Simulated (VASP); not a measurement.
# Ni (Fm-3m) in VASP: notebook

Ni is run at these levels: LDA; tasks: single point.

Everything below comes from runs of VASP 6.6.1. Logs are shortened: lines on timing, memory, paths and dates and some standing lists are left out, and cuts for length are marked.

## 1. The cell of the first run

Symmetry: Fm-3m, No. 225, cubic system. Conventional cell: a = 3.552 Å, b = 3.552 Å, c = 3.552 Å, α = 90.00°, β = 90.00°, γ = 90.00°. Ni (site symmetry m-3m) has 12 Ni at 2.51 Å within 3.3 Å.

## 2. Single point, LDA, collinear spin, antiferromagnetic start

The input, INCAR:

```
PREC = Accurate
ENCUT = 520
EDIFF = 1E-6
ISMEAR = -1
SIGMA = 0.1
LREAL = False
LASPH = True
NELM = 150
ALGO = Normal
ISIF = 2
LWAVE = False
LCHARG = False
ISPIN = 2
MAGMOM = 2 -2
LORBIT = 11
LMAXMIX = 4
NBANDS = 21
```

The input, KPOINTS:

```
regular mesh
0
Gamma
  12 12 6
```

The input, POSCAR:

```
Ni
1.0
    0.0000000000      1.7758000000      1.7758000000
    1.7758000000      0.0000000000      1.7758000000
    3.5516000000      3.5516000000      0.0000000000
Ni
2
Direct
    0.0000000000      0.0000000000      0.0000000000
    0.0000000000      0.0000000000      0.5000000000
```

Potentials or basis: VASP PAW LDA potentials, release 64 (Ni).

The run is started by

```bash
cat potpaw_LDA.64/Ni/POTCAR > POTCAR
mpirun -np 1 vasp_std > vasp.out
```

OUTCAR:

```text
PREC = Accurate
   ENCUT = 520
   EDIFF = 1E-6
   ISMEAR = -1
   LREAL = False
   LASPH = True
   NELM = 150
   ISIF = 2
   ISPIN = 2
   LORBIT = 11

 ion  position               nearest neighbor table
   1  0.000  0.000  0.000-   2 2.51   2 2.51   2 2.51   2 2.51   2 2.51   2 2.51
   2  0.000  0.000  0.500-   1 2.51   1 2.51   1 2.51   1 2.51   1 2.51   1 2.51

  LATTYP: Found a trigonal (rhomboedric) cell.
 ALAT       =     4.3498038852
 COS(alpha) =     0.8333333333

  Lattice vectors:

 A1 = (   3.5516000000,   1.7758000000,  -1.7758000000)
 A2 = (   1.7758000000,   1.7758000000,  -3.5516000000)
 A3 = (   1.7758000000,   3.5516000000,  -1.7758000000)

Analysis of symmetry for initial positions (statically):
=====================================================================
 Subroutine PRICEL returns following result:

  LATTYP: Found a face centered cubic cell.
 ALAT       =     3.5516000000
[... 12 lines left out ...]
 Subroutine GETGRP returns: Found 12 space group operations
 (whereof 12 operations were pure point group operations)
 out of a pool of 12 trial point group operations.

The static configuration has the point symmetry D_3d.

Analysis of symmetry for dynamics (positions and initial velocities):
=====================================================================
 Subroutine PRICEL returns following result:

  LATTYP: Found a face centered cubic cell.
 ALAT       =     3.5516000000
[... 12 lines left out ...]
 Subroutine GETGRP returns: Found 12 space group operations
 (whereof 12 operations were pure point group operations)
 out of a pool of 12 trial point group operations.

The dynamic configuration has the point symmetry D_3d.

Analysis of structural, dynamic, and magnetic symmetry:
=====================================================================
 Subroutine PRICEL returns following result:

  LATTYP: Found a face centered cubic cell.
 ALAT       =     3.5516000000
[... 12 lines left out ...]
 Subroutine GETGRP returns: Found 12 space group operations
 (whereof 12 operations were pure point group operations)
 out of a pool of 12 trial point group operations.

The overall configuration has the point symmetry D_3d.

 Subroutine INISYM returns: Found 12 space group operations
 (whereof 12 operations are pure point group operations),
 and found     2 'primitive' translations

----------------------------------------------------------------------------------------

                                     Primitive cell

  volume of cell :      11.1998

  direct lattice vectors                    reciprocal lattice vectors
     0.000000000  1.775800000  1.775800000    -0.281563239  0.281563239  0.281563239
     1.775800000  0.000000000  1.775800000     0.281563239 -0.281563239  0.281563239
     1.775800000  1.775800000  0.000000000     0.281563239  0.281563239 -0.281563239

  length of vectors
     2.511360444  2.511360444  2.511360444     0.487681836  0.487681836  0.487681836

  position of ions in fractional coordinates (direct lattice)
     0.000000000  0.000000000  0.000000000

  ion indices of the primitive-cell ions
   primitive index   ion index
                 1           1

----------------------------------------------------------------------------------------

 KPOINTS: regular mesh

Automatic generation of k-mesh.
 Grid dimensions read from file:
 generate k-points for:   12   12    6

 Generating k-lattice:

  Cartesian coordinates                     Fractional coordinates (reciprocal lattice)
    -0.023463603  0.023463603  0.023463603     0.083333333  0.000000000  0.000000000
     0.023463603 -0.023463603  0.023463603     0.000000000  0.083333333  0.000000000
     0.023463603  0.023463603 -0.023463603     0.000000000  0.000000000  0.166666667

  Length of vectors
     0.040640153  0.040640153  0.040640153

  Shift w.r.t. Gamma in fractional coordinates (k-lattice)
     0.000000000  0.000000000  0.000000000

 -----------------------------------------------------------------------------
|                                                                             |
[... 15 lines left out ...]
 -----------------------------------------------------------------------------

 Subroutine IBZKPT returns following result:
 ===========================================

 Found     98 irreducible k-points:

 Following reciprocal coordinates:
            Coordinates               Weight
  0.000000  0.000000  0.000000      1.000000
  0.083333  0.000000  0.000000      6.000000
  0.166667  0.000000  0.000000      6.000000
  0.250000  0.000000  0.000000      6.000000
  0.333333  0.000000  0.000000      6.000000
  0.416667  0.000000  0.000000      6.000000
[... 16 lines left out ...]
  0.500000  0.166667  0.000000     12.000000
 -0.416667  0.166667  0.000000     12.000000
 [... further k-points ...]
   k-points           NKPTS =     98   k-points in BZ     NKDIM =     98   number of bands    NBANDS=     21
   number of dos      NEDOS =    301   number of ions     NIONS =      2
   total plane-waves  NPLWV =  16000
   dimension x,y,z NGX =    20 NGY =   20 NGZ =   40
   dimension x,y,z NGXF=    40 NGYF=   40 NGZF=   80
   ions per type =               2
   NGX,Y,Z   is equivalent  to a cutoff of  13.24, 13.24, 13.24 a.u.
   NGXF,Y,Z  is equivalent  to a cutoff of  26.48, 26.48, 26.48 a.u.
 SYSTEM =  unknown system
   PREC   = accura    normal or accurate (medium, high low for compatibility)
   ISTART =      0    job   : 0-new  1-cont  2-samecut
   ICHARG =      2    charge: 1-file 2-atom 10-const
   ISPIN  =      2    spin polarized calculation?
   LNONCOLLINEAR =      F non collinear calculations
   LSORBIT =      F    spin-orbit coupling
   LASPH  =      T    aspherical Exc in radial PAW
   ENCUT  =  520.0 eV  38.22 Ry    6.18 a.u.   4.67  4.67  9.34*2*pi/ulx,y,z
   NELM   =    150;   NELMIN=  2; NELMDL= -5     # of ELM steps
   EDIFF  = 0.1E-05   stopping-criterion for ELM
   LREAL  =      F    real-space projection
   EDIFFG = 0.1E-04   stopping-criterion for IOM
   NSW    =      0    number of steps for IOM
   IBRION =     -1    ionic relax: 0-MD 1-quasi-New 2-CG
   NFREE  =      0    steps in history (QN), initial steepest desc. (CG)
   ISIF   =      2    stress and relaxation
   ISYM   =      2    0-nonsym 1-usesym 2-fastsym
   POTIM  = 0.5000    time-step for ionic-motion
   TEBEG  =    0.0;   TEEND  =   0.0 temperature during run
   PSTRESS=    0.0 pullay stress
   NELECT =      20.0000    total number of electrons
   NUPDOWN=      -1.0000    fix difference up-down
   EMIN   =  10.00;   EMAX   =-10.00  energy-range for DOS
   EFERMI =   0.00;   METHOD = LEGACY
   ISMEAR =    -1;   SIGMA  =   0.10  broadening in eV -4-tet -1-fermi 0-gaus
   EFERMI_NEDOS =   21; number of points for ismear=-14 and -15
   IALGO  =     38    algorithm
   IMIX   =      4    mixing-type and parameters
     AMIX     =   0.40;   BMIX     =  1.00
     AMIX_MAG =   1.60;   BMIX_MAG =  1.00
  volume/ion in A,a.u.               =      11.20        75.58
  Fermi-wavevector in a.u.,A,eV,Ry     =   1.576416  2.978994 33.811659  2.485087
  Thomas-Fermi vector in A             =   2.677252
   LORBIT       =     11    0 simple, 1 ext, 2 COOP (PROOUT), +10 PAW based schemes
   GGA     = CA    functional components
   LHFCALC =     F    Hartree Fock is set to
   AEXX    =    0.0000 exact exchange contribution
   IVDW    =     0    specifies the selected vdW correction
   LEPSILON=     F    determine dielectric tensor
   LRPA    =     F    only Hartree local field effects (RPA)
 spin polarized calculation
  energy-cutoff  :      520.00
  volume of cell :       22.40
 maximum number of plane-waves:       615
   NGX =  9   NGY =  9   NGZ = 19

 number of electron      20.0000014 magnetization      -0.0000000

 number of electron      20.0000014 magnetization       0.0000000

 Free energy of the ion-electron system (eV)
  ---------------------------------------------------
  ext. energy  EPLUGINS =         0.00000000
  ---------------------------------------------------
  free energy    TOTEN  =       -13.00815195 eV

  energy without entropy =      -12.83489185  energy(sigma->0) =      -12.92152190

 E-fermi :   8.4889     XC(G=0): -13.4401

 val. band max:        8.4747552894   @ k =   0.5000   0.0000   0.3333
 cond. band min:       8.5002410991   @ k =   0.5000   0.0000   0.5000
 fundamental gap:      0.0254858097
 Fermi energy:         8.4889148958

 spin component 1

 k-point     1 :       0.0000    0.0000    0.0000
  band No.  band energies     occupation
      1      -0.1461      1.00000
      2       4.1910      1.00000
      3       6.6408      1.00000
      4       6.6408      1.00000
      5       6.6706      1.00000
      6       6.6706      1.00000
[... 565 lines left out ...]
     20      31.4033      0.00000
     21      36.0652      0.00000

 [... further k-points ...]

 spin component 2

 k-point     1 :       0.0000    0.0000    0.0000
  band No.  band energies     occupation
      1      -0.1461      1.00000
      2       4.1910      1.00000
      3       6.6408      1.00000
      4       6.6408      1.00000
      5       6.6706      1.00000
      6       6.6706      1.00000
[... 565 lines left out ...]
     20      31.4033      0.00000
     21      36.0652      0.00000

 [... further k-points ...]

------------------------ aborting loop because EDIFF is reached ----------------------------------------

  FORCE on cell =-STRESS in cart. coord.  units (eV):
  Direction    XX          YY          ZZ          XY          YZ          ZX
  --------------------------------------------------------------------------------------
  -------------------------------------------------------------------------------------
  Total       -3.0401103     -3.0401103     -3.0401103     -0.0000431      0.0000431      0.0000431
  in kB     -217.4491805   -217.4491805   -217.4491805     -0.0030858      0.0030858      0.0030858
  external PRESSURE =    -217.4491805 kB  Pullay stress =       0.0000000 kB

 VOLUME and BASIS-vectors are now :
 -----------------------------------------------------------------------------
  energy-cutoff  :      520.00
  volume of cell :       22.40
      direct lattice vectors                 reciprocal lattice vectors
     0.000000000  1.775800000  1.775800000    -0.281563239  0.281563239  0.281563239
     1.775800000  0.000000000  1.775800000     0.281563239 -0.281563239  0.281563239
     3.551600000  3.551600000  0.000000000     0.140781620  0.140781620 -0.140781620

 POSITION                                       TOTAL-FORCE (eV/Angst)
 -----------------------------------------------------------------------------------
      0.00000      0.00000      0.00000         0.000000      0.000000     -0.000000
      1.77580      1.77580      0.00000        -0.000000     -0.000000      0.000000
 -----------------------------------------------------------------------------------
    total drift:                               -0.000000     -0.000000     -0.000000

  FREE ENERGIE OF THE ION-ELECTRON SYSTEM (eV)
  ---------------------------------------------------
  free  energy   TOTEN  =       -13.0081519501 eV

  energy  without entropy=      -12.8348918460  energy(sigma->0) =      -12.92152190

 total charge

# of ion       s       p       d       tot
------------------------------------------
    1        0.484   0.467   8.322   9.273
    2        0.484   0.467   8.322   9.273
--------------------------------------------------
tot          0.969   0.934  16.644  18.546

 magnetization (x)

# of ion       s       p       d       tot
------------------------------------------
    1       -0.000   0.000   0.001   0.001
    2        0.000  -0.000  -0.001  -0.001
--------------------------------------------------
tot          0.000   0.000   0.000   0.000
```

Wall time 65 s (1 thread of AMD EPYC 9R45 (Zen 5), shared host); peak memory 0.15 GiB.

Results:

```yaml
Free_energy: -13.0082 eV
Pressure: -21.7 GPa
Band_gap_on_the_k_mesh: zero (filled and empty bands overlap)
Net_moment: 0.00 μB per cell
Valence_electrons_inside_the_program's_atomic_spheres: Ni 9.27
```

Levels at points of the mesh, in eV from the Fermi level:
Spin up:
| k point | band 8 | band 9 | band 10 | band 11 | band 12 | band 13 |
| --- | --- | --- | --- | --- | --- | --- |
| (0.00, 0.00, 0.00) | -0.74 | -0.74 | -0.06 | -0.04 | -0.04 | 5.84 |
| (0.50, 0.00, 0.00) | -0.04 | -0.04 | 0.13 | 0.13 | 2.59 | 5.84 |
| (0.00, 0.00, 0.50) | -1.62 | -0.65 | -0.65 | -0.65 | -0.65 | 14.38 |
| (0.50, 0.00, 0.50) | -1.00 | 0.01 | 0.01 | 2.54 | 2.54 | 8.52 |
Spin down:
```csv
k point,band 6,band 7,band 8,band 9,band 10,band 11,band 12,band 13,band 14,band 15
"(0.00, 0.00, 0.00)",-1.82,-1.82,-0.74,-0.74,-0.06,-0.04,-0.04,5.84,22.19,23.66
"(0.50, 0.00, 0.00)",-0.06,-0.04,-0.04,-0.04,0.13,0.13,2.59,5.84,9.29,14.67
"(0.00, 0.00, 0.50)",-1.62,-1.62,-1.62,-0.65,-0.65,-0.65,-0.65,14.38,14.38,23.75
"(0.50, 0.00, 0.50)",-1.83,-1.00,-1.00,0.01,0.01,2.54,2.54,8.52,8.52,14.51
```

Caveat: the cell stands under tension.

## 3. Single point, LDA, collinear spin, ferromagnetic start

The input, INCAR:

```
PREC     = Accurate       # precision mode
ENCUT    = 520            # plane-wave cutoff, eV
EDIFF    = 1E-6           # SCF threshold, eV
ISMEAR   = -1             # smearing method
SIGMA    = 0.1            # smearing width, eV
LREAL    = F              # projectors in reciprocal space
LASPH    = T              # aspherical terms in the spheres
NELM     = 150            # most SCF steps
ALGO     = Normal         # electronic algorithm
ISIF     = 2              # what is computed and relaxed
LWAVE    = F              # write WAVECAR
LCHARG   = F              # write CHGCAR
ISPIN    = 2              # spin polarisation
MAGMOM   = 2 2            # initial moments
LORBIT   = 11             # projections on sites
LMAXMIX  = 4              # l up to which the mixer works
GGA      = CA             # functional
NBANDS   = 21             # bands
```

The input, KPOINTS:

```
Automatic mesh
0
Gamma
  12 12 6
```

POSCAR is that of step 2.

Potentials or basis: VASP PAW LDA potentials, release 64 (Ni).

The run is started by

```bash
cat potpaw_LDA.64/Ni/POTCAR > POTCAR
mpirun -np 1 vasp_std > vasp.out
```

Wall time 70 s (1 thread of AMD EPYC 9R45 (Zen 5), shared host); peak memory 0.15 GiB.

The run converged. Its results:

```
Free energy                                           : -13.0433 eV
Pressure                                              : -20.9 GPa
Net moment                                            : 1.15 μB per cell
Site moments                                          : Ni +0.58 μB
Valence electrons inside the program's atomic spheres : Ni 9.27
```

Levels at points of the mesh, in eV from the Fermi level:
Spin up:
```
           k point  band 7  band 8  band 9  band 10  band 11  band 12  band 13  band 14  band 15  band 16
(0.00, 0.00, 0.00)   -2.23   -1.14   -1.14    -0.47    -0.47    -0.18     5.54    22.10    23.56    24.08
(0.50, 0.00, 0.00)   -0.47   -0.45   -0.33    -0.33    -0.18     2.46     5.54     9.05    14.53    14.53
(0.00, 0.00, 0.50)   -2.02   -2.02   -1.06    -1.06    -1.06    -1.06    14.18    14.18    23.65    23.65
(0.50, 0.00, 0.50)   -1.40   -1.40   -0.43    -0.43     2.26     2.26     8.31     8.31    14.33    14.33
```
Spin down:
```tsv
k point	band 8	band 9	band 10	band 11	band 12	band 13
(0.00, 0.00, 0.00)	-0.59	-0.59	-0.15	0.15	0.15	5.90
(0.50, 0.00, 0.00)	0.15	0.15	0.34	0.34	2.50	5.90
(0.00, 0.00, 0.50)	-1.46	-0.49	-0.49	-0.49	-0.49	14.35
(0.50, 0.00, 0.50)	-0.85	0.20	0.20	2.60	2.60	8.51
```

Caveat: the cell stands under tension.

## 4. Single point, LDA, collinear spin

The input, INCAR:

```
SYSTEM = Ni
  ALGO = Normal
  EDIFF = 1E-7
  ENCUT = 520
  ISIF = 2
  ISMEAR = -1
  ISPIN = 2
  LASPH = .TRUE.
  LCHARG = .FALSE.
  LMAXMIX = 4
  LORBIT = 11
  LREAL = .FALSE.
  LWAVE = .FALSE.
  MAGMOM = 0 2
  NBANDS = 21
  NELM = 150
  PREC = Accurate
  SIGMA = 0.1
```

The input, KPOINTS:

```
k-points
0
G
  12 12 6
  0 0 0
```

POSCAR is that of step 3.

The run is started by

```bash
cat potpaw_LDA.64/Ni/POTCAR > POTCAR
mpirun -np 1 vasp_std > vasp.out
```

It took 70 s on 1 thread of AMD EPYC 9R45 (Zen 5), shared host; peak memory 0.14 GiB.

Results (log left out):

* Free energy: -13.0433 eV
* Pressure: -20.9 GPa
* Net moment: 1.15 μB per cell
* Site moments: Ni +0.58 μB
* Valence electrons inside the program's atomic spheres: Ni 9.27

Levels at points of the mesh, in eV from the Fermi level:
Spin up:
```
           k point  band 8  band 9  band 10  band 11  band 12  band 13  band 14  band 15
(0.00, 0.00, 0.00)   -1.14   -1.14    -0.47    -0.47    -0.18     5.54    22.10    23.56
(0.50, 0.00, 0.00)   -0.45   -0.33    -0.33    -0.18     2.46     5.54     9.05    14.53
(0.00, 0.00, 0.50)   -2.02   -1.06    -1.06    -1.06    -1.06    14.18    14.18    23.65
(0.50, 0.00, 0.50)   -1.40   -0.43    -0.43     2.26     2.26     8.31     8.31    14.33
```
Spin down:
```
           k point  band 7  band 8  band 9  band 10  band 11  band 12  band 13  band 14
(0.00, 0.00, 0.00)   -1.65   -0.59   -0.59    -0.15     0.15     0.15     5.90    22.07
(0.50, 0.00, 0.00)    0.12    0.15    0.15     0.34     0.34     2.50     5.90     9.30
(0.00, 0.00, 0.50)   -1.46   -1.46   -0.49    -0.49    -0.49    -0.49    14.35    14.35
(0.50, 0.00, 0.50)   -0.85   -0.85    0.20     0.20     2.60     2.60     8.51     8.51
```

Caveat: the cell stands under tension.
